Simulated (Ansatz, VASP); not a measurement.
## SrCl2: VASP beside Ansatz

INCAR

```
SYSTEM = SrCl2
ALGO = Normal ; EDIFF = 1E-6
ENCUT = 520 ; GGA = PE
ISIF = 2 ; ISMEAR = 0
LASPH = .TRUE. ; LCHARG = .FALSE.
LREAL = .FALSE. ; LWAVE = .FALSE.
NBANDS = 19 ; NELM = 60
PREC = Accurate ; SIGMA = 0.05
```

KPOINTS

```
k-points
0
G
  6 6 6
  0 0 0
```

File POSCAR:

```
SrCl2
1.0
    0.0000000000      3.5154505001      3.8089906169
    3.5154505001      0.0000000000      3.8089906169
    3.5154505001      3.5154505001      0.0000000000
Sr Cl
1 2
Direct
    0.0000000000      0.0000000000      0.0000000000
    0.2500000000      0.2500000000      0.2500000000
    0.7500000000      0.7500000000      0.7500000000
```

Input for Ansatz:

```yaml
crystal:
  lattice:
    - [0.0, 3.5154505001, 3.8089906169]
    - [3.5154505001, 0.0, 3.8089906169]
    - [3.5154505001, 3.5154505001, 0.0]
  atoms:
    - { symbol: Sr, position: [0.0, 0.0, 0.0] }
    - { symbol: Cl, position: [0.25, 0.25, 0.25] }
    - { symbol: Cl, position: [0.75, 0.75, 0.75] }
basis:
  ecutwfc: 420
kpoints:
  mp_grid: { grid: [6, 6, 6] }
hamiltonian:
  xc: pbe
scf:
  occupations: { method: gaussian, width: 0.05 }
output:
  forces: true
  stress: true
  eigenvalues: true
```

Alike in both runs: task single point; functional PBE; k mesh 6 × 6 × 6; occupations gaussian, width 0.05 eV; no spin polarisation.

|  | VASP | Ansatz |
| --- | --- | --- |
| version | VASP 6.6.1 | Ansatz 0.2.0 |
| potentials or method | VASP PAW PBE potentials, release 64 (Sr_sv, Cl), cutoff 520 eV | scalar-relativistic, plane waves, PAW |
| valence electrons in the cell | 24 | 24 |

|  | VASP | Ansatz | Ansatz less VASP |
| --- | --- | --- | --- |
| gap on the k mesh at the Fermi level (eV) | 4.64 | 4.64 | +0.002 |
| least direct gap on the mesh (eV) | 4.92 | 4.92 | 0.000 |
| pressure (GPa) | -2.1 | -2.1 | -0.04 |
| traceless stress, the component that is largest in VASP (GPa) | -2.38 | -2.39 | -0.012 |
